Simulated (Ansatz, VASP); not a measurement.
# BAs: VASP beside Ansatz

INCAR

```
ALGO = Normal
EDIFF = 1E-7
ENCUT = 520
GGA = PS
ISIF = 2
ISMEAR = 0
LASPH = T
LCHARG = T
LELF = T
LREAL = F
LVHAR = T
LWAVE = F
NBANDS = 11
NELM = 60
PREC = Accurate
SIGMA = 0.1
```

The input KPOINTS:

```
k-points
0
Gamma
  8 8 8
```

The input POSCAR:

```
BAs
1.0
    0.0000000000      2.2036364883      2.2036364883
    2.2036364883      0.0000000000      2.2036364883
    2.2036364883      2.2036364883      0.0000000000
B As
1 1
Direct
    0.0000000000      0.0000000000      0.0000000000
    0.7500000000      0.7500000000      0.7500000000
```

Input for Ansatz:

```yaml
crystal:
  lattice:
    - [0.0, 2.2036364883, 2.2036364883]
    - [2.2036364883, 0.0, 2.2036364883]
    - [2.2036364883, 2.2036364883, 0.0]
  atoms:
    - { symbol: B, position: [0.0, 0.0, 0.0] }
    - { symbol: As, position: [0.75, 0.75, 0.75] }
basis:
  ecutwfc: 420
kpoints:
  mp_grid: { grid: [8, 8, 8] }
hamiltonian:
  xc: pbesol
scf:
  occupations: { method: gaussian, width: 0.1 }
output:
  forces: true
  stress: true
  eigenvalues: true
```

Alike in both runs: task single point; functional PBEsol; k mesh 8 × 8 × 8; occupations gaussian, width 0.1 eV; no spin polarisation.

|  | VASP | Ansatz |
| --- | --- | --- |
| version | VASP 6.6.1 | Ansatz 0.2.0 |
| potentials or method | VASP PAW PBE potentials, release 64 (B, As), cutoff 520 eV | scalar-relativistic, plane waves, PAW |
| valence electrons in the cell | 8 | 18 |

|  | VASP | Ansatz | Ansatz less VASP |
| --- | --- | --- | --- |
| gap on the k mesh at the Fermi level (eV) | 0.85 | 0.87 | +0.012 |
| least direct gap on the mesh (eV) | 3.60 | 3.60 | -0.001 |
| pressure (GPa) | 55.5 | 53.1 | -2.45 |

VASP's potentials were made for PBE, not for PBEsol. Both programs put the cell under a high pressure, so it lies far from rest at this level. With one functional, cell and mesh, what is left measures potentials, basis and numerics. VASP's potentials hold 8 valence electrons a cell and Ansatz's 18, so a difference there can come from the potentials and not from the codes.
